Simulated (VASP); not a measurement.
# AlN (Cmc2_1) in VASP: further runs, part 2 of 2

VASP 6.6.1. Earlier steps stand in the parts before.

### 4 Single point, LDA

This run uses another cell than the first one, of 10.21 Å³/atom, 0.929 times its volume.

The input, INCAR:

```
SYSTEM = AlN
  ALGO = Normal
  EDIFF = 1E-6
  ENCUT = 520
  ISIF = 2
  ISMEAR = 0
  LASPH = .TRUE.
  LCHARG = .TRUE.
  LELF = .TRUE.
  LREAL = .FALSE.
  LVHAR = .TRUE.
  LWAVE = .FALSE.
  NBANDS = 16
  NELM = 80
  PREC = Accurate
  SIGMA = 0.05
```

The input, KPOINTS:

```
k-points
0
G
  9 9 6
  0 0 0
```

The input, POSCAR:

```
AlN
1.0
    3.0887424016      0.0000000000      0.0000000000
   -1.5443712008      2.6749293856      0.0000000000
    0.0000000000      0.0000000000      4.9437688231
Al N
2 2
Direct
    0.3429784478      0.6859568955      0.0015212672
    0.6570215522      0.3140431045      0.5015212672
    0.3247266867      0.6494533735      0.3834787328
    0.6752733133      0.3505466265      0.8834787328
```

Potentials or basis: VASP PAW LDA potentials, release 64 (Al, N).

Started as:

```bash
cat potpaw_LDA.64/Al/POTCAR potpaw_LDA.64/N/POTCAR > POTCAR
mpirun -np 1 vasp_std > vasp.out
```

OUTCAR:

```text
SYSTEM = AlN
   EDIFF = 1E-6
   ENCUT = 520
   ISIF = 2
   ISMEAR = 0
   LASPH = .TRUE.
   LREAL = .FALSE.
   NELM = 80
   PREC = Accurate

 ion  position               nearest neighbor table
   1  0.343  0.686  0.002-   4 1.87   4 1.88   4 1.88   3 1.89   2 2.99   2 2.99   2 3.08   2 3.08
                             2 3.08   2 3.08
   2  0.657  0.314  0.502-   3 1.87   3 1.88   3 1.88   4 1.89   1 2.99   1 2.99   1 3.08   1 3.08
                             1 3.08   1 3.08
   3  0.325  0.649  0.383-   2 1.87   2 1.88   2 1.88   1 1.89
   4  0.675  0.351  0.883-   1 1.87   1 1.88   1 1.88   2 1.89

  LATTYP: Found a hexagonal cell.
 ALAT       =     3.0887424016
 C/A-ratio  =     1.6005766038

  Lattice vectors:

 A1 = (   3.0887424016,   0.0000000000,   0.0000000000)
 A2 = (  -1.5443712008,   2.6749293856,   0.0000000000)
 A3 = (   0.0000000000,   0.0000000000,   4.9437688231)

Analysis of symmetry for initial positions (statically):
=====================================================================
 Subroutine PRICEL returns:
 Original cell was already a primitive cell.

 Routine SETGRP: Setting up the symmetry group for a
 hexagonal supercell.

 Subroutine GETGRP returns: Found  4 space group operations
 (whereof  2 operations were pure point group operations)
 out of a pool of 24 trial point group operations.

The static configuration has the point symmetry C_1h.
 The point group associated with its full space group is C_2v.

Analysis of symmetry for dynamics (positions and initial velocities):
=====================================================================
 Subroutine PRICEL returns:
 Original cell was already a primitive cell.

 Routine SETGRP: Setting up the symmetry group for a
 hexagonal supercell.

 Subroutine GETGRP returns: Found  4 space group operations
 (whereof  2 operations were pure point group operations)
 out of a pool of 24 trial point group operations.

The dynamic configuration has the point symmetry C_1h.
 The point group associated with its full space group is C_2v.

 Subroutine INISYM returns: Found  4 space group operations
 (whereof  2 operations are pure point group operations),
 and found     1 'primitive' translations

----------------------------------------------------------------------------------------

                                     Primitive cell

  volume of cell :      40.8462

  direct lattice vectors                    reciprocal lattice vectors
     3.088742402  0.000000000  0.000000000     0.323756361  0.186920822  0.000000000
    -1.544371201  2.674929386  0.000000000     0.000000000  0.373841644  0.000000000
     0.000000000  0.000000000  4.943768823     0.000000000  0.000000000  0.202274830

  length of vectors
     3.088742402  3.088742402  4.943768823     0.373841644  0.373841644  0.202274830

  position of ions in fractional coordinates (direct lattice)
     0.342978448  0.685956895  0.001521267
     0.657021552  0.314043105  0.501521267
     0.324726687  0.649453374  0.383478733
     0.675273313  0.350546626  0.883478733

  ion indices of the primitive-cell ions
   primitive index   ion index
                 1           1
                 2           2
                 3           3
                 4           4

----------------------------------------------------------------------------------------

 KPOINTS: k-points

Automatic generation of k-mesh.
 Grid dimensions read from file:
 generate k-points for:    9    9    6

 Generating k-lattice:

  Cartesian coordinates                     Fractional coordinates (reciprocal lattice)
     0.035972929  0.020768980  0.000000000     0.111111111 -0.000000000  0.000000000
     0.000000000  0.041537960  0.000000000     0.000000000  0.111111111  0.000000000
     0.000000000  0.000000000  0.033712472     0.000000000  0.000000000  0.166666667

  Length of vectors
     0.041537960  0.041537960  0.033712472

  Shift w.r.t. Gamma in fractional coordinates (k-lattice)
     0.000000000  0.000000000  0.000000000

 Subroutine IBZKPT returns following result:
 ===========================================

 Found    100 irreducible k-points:

 Following reciprocal coordinates:
            Coordinates               Weight
  0.000000  0.000000  0.000000      1.000000
  0.111111  0.000000  0.000000      4.000000
  0.000000  0.111111  0.000000      2.000000
  0.222222 -0.000000  0.000000      4.000000
  0.000000  0.222222  0.000000      2.000000
  0.333333 -0.000000  0.000000      4.000000
[... 16 lines left out ...]
 -0.222222 -0.444444  0.000000      4.000000
  0.444444  0.333333  0.000000      4.000000
 [... further k-points ...]
   k-points           NKPTS =    100   k-points in BZ     NKDIM =    100   number of bands    NBANDS=     16
   number of dos      NEDOS =    301   number of ions     NIONS =      4
   total plane-waves  NPLWV =  23040
   dimension x,y,z NGX =    24 NGY =   24 NGZ =   40
   dimension x,y,z NGXF=    48 NGYF=   48 NGZF=   80
   ions per type =               2   2
   NGX,Y,Z   is equivalent  to a cutoff of  12.92, 12.92, 13.45 a.u.
   NGXF,Y,Z  is equivalent  to a cutoff of  25.84, 25.84, 26.90 a.u.
 SYSTEM =  AlN
   PREC   = accura    normal or accurate (medium, high low for compatibility)
   ISTART =      0    job   : 0-new  1-cont  2-samecut
   ICHARG =      2    charge: 1-file 2-atom 10-const
   ISPIN  =      1    spin polarized calculation?
   LNONCOLLINEAR =      F non collinear calculations
   LSORBIT =      F    spin-orbit coupling
   LASPH  =      T    aspherical Exc in radial PAW
   ENCUT  =  520.0 eV  38.22 Ry    6.18 a.u.   5.74  5.74  9.19*2*pi/ulx,y,z
   NELM   =     80;   NELMIN=  2; NELMDL= -5     # of ELM steps
   EDIFF  = 0.1E-05   stopping-criterion for ELM
   LREAL  =      F    real-space projection
   EDIFFG = 0.1E-04   stopping-criterion for IOM
   NSW    =      0    number of steps for IOM
   IBRION =     -1    ionic relax: 0-MD 1-quasi-New 2-CG
   NFREE  =      0    steps in history (QN), initial steepest desc. (CG)
   ISIF   =      2    stress and relaxation
   ISYM   =      2    0-nonsym 1-usesym 2-fastsym
   POTIM  = 0.5000    time-step for ionic-motion
   TEBEG  =    0.0;   TEEND  =   0.0 temperature during run
   PSTRESS=    0.0 pullay stress
   NELECT =      16.0000    total number of electrons
   NUPDOWN=      -1.0000    fix difference up-down
   EMIN   =  10.00;   EMAX   =-10.00  energy-range for DOS
   EFERMI =   0.00;   METHOD = LEGACY
   ISMEAR =     0;   SIGMA  =   0.05  broadening in eV -4-tet -1-fermi 0-gaus
   EFERMI_NEDOS =   21; number of points for ismear=-14 and -15
   IALGO  =     38    algorithm
   IMIX   =      4    mixing-type and parameters
     AMIX     =   0.40;   BMIX     =  1.00
     AMIX_MAG =   1.60;   BMIX_MAG =  1.00
  volume/ion in A,a.u.               =      10.21        68.91
  Fermi-wavevector in a.u.,A,eV,Ry     =   1.197836  2.263582 19.521797  1.434812
  Thomas-Fermi vector in A             =   2.333741
   LORBIT       =      0    0 simple, 1 ext, 2 COOP (PROOUT), +10 PAW based schemes
   GGA     = CA    functional components
   LHFCALC =     F    Hartree Fock is set to
   AEXX    =    0.0000 exact exchange contribution
   IVDW    =     0    specifies the selected vdW correction
   LEPSILON=     F    determine dielectric tensor
   LRPA    =     F    only Hartree local field effects (RPA)
 non-spin polarized calculation
 Gauss-broadening in eV      SIGMA  =   0.05
  energy-cutoff  :      520.00
  volume of cell :       40.85
 maximum number of plane-waves:      1118
   NGX = 11   NGY = 11   NGZ = 19

 number of electron      16.0000000 magnetization

 Free energy of the ion-electron system (eV)
  ---------------------------------------------------
  ext. energy  EPLUGINS =         0.00000000
  ---------------------------------------------------
  free energy    TOTEN  =       -32.81942659 eV

  energy without entropy =      -32.81942659  energy(sigma->0) =      -32.81942659

 E-fermi :   6.3743     XC(G=0): -11.3440

 val. band max:        6.1326607609   @ k =   0.0000   0.0000   0.0000
 cond. band min:      10.5227287561   @ k =   0.0000   0.0000   0.0000
 fundamental gap:      4.3900679953
 Fermi energy:         6.3743298244

 k-point     1 :       0.0000    0.0000    0.0000
  band No.  band energies     occupation
      1      -9.0562      2.00000
      2      -6.7615      2.00000
      3      -0.0364      2.00000
      4       5.2058      2.00000
      5       5.2495      2.00000
      6       5.8024      2.00000
[... 433 lines left out ...]
      3       1.1099      2.00000
      4       2.0967      2.00000
      5       2.7269      2.00000
      6       2.9748      2.00000
[... 8 lines left out ...]
     15      18.8881      0.00000
     16      20.6438      0.00000

 [... further k-points ...]
[... 5 lines left out ...]
  --------------------------------------------------------------------------------------
  -------------------------------------------------------------------------------------
  Total        0.1984077      0.0493674      0.1440703      0.0000000      0.0000000      0.0000000
  in kB        7.7824618      1.9364172      5.6510994      0.0000000      0.0000000      0.0000000
  external PRESSURE =       5.1233261 kB  Pullay stress =       0.0000000 kB

 VOLUME and BASIS-vectors are now :
 -----------------------------------------------------------------------------
  energy-cutoff  :      520.00
  volume of cell :       40.85
      direct lattice vectors                 reciprocal lattice vectors
     3.088742402  0.000000000  0.000000000     0.323756361  0.186920822  0.000000000
    -1.544371201  2.674929386  0.000000000     0.000000000  0.373841644  0.000000000
     0.000000000  0.000000000  4.943768823     0.000000000  0.000000000  0.202274830

 POSITION                                       TOTAL-FORCE (eV/Angst)
 -----------------------------------------------------------------------------------
      0.00000      1.83489      0.00752         0.000000     -0.307166      0.019030
      1.54437      0.84004      2.47941        -0.000000      0.307166      0.019030
     -0.00000      1.73724      1.89583         0.000000      0.128654     -0.019030
      1.54437      0.93769      4.36771         0.000000     -0.128654     -0.019030
 -----------------------------------------------------------------------------------
    total drift:                               -0.000000     -0.000000     -0.000581

  FREE ENERGIE OF THE ION-ELECTRON SYSTEM (eV)
  ---------------------------------------------------
  free  energy   TOTEN  =       -32.8194265942 eV

  energy  without entropy=      -32.8194265942  energy(sigma->0) =      -32.81942659
```

stdout:

```text
POSCAR found type information on POSCAR AlN
 POSCAR found :  2 types and       4 ions
 scaLAPACK will be used
 LDA part: xc-table for (Slater(with rela. corr.)+CA(PZ))
 , standard interpolation
 POSCAR, INCAR and KPOINTS ok, starting setup
 FFT: planning ... GRIDC
 FFT: planning ... GRID_SOFT
 FFT: planning ... GRID
 WAVECAR not read
 entering main loop
```

Wall time 38 s (1 thread of Intel Xeon 6975P-C (Granite Rapids), shared host); peak memory 0.17 GiB.

What came out:

* Free energy: -32.8194 eV
* Pressure: 0.5 GPa
* Largest force: 0.308 eV/Å
* Band gap on the k mesh: 4.39 eV, direct

Forces on the atoms (eV/Å):
```
Al   0.000 -0.307  0.019
Al   0.000  0.307  0.019
N    0.000  0.129 -0.019
N    0.000 -0.129 -0.019
```

A k mesh can miss the band edges.
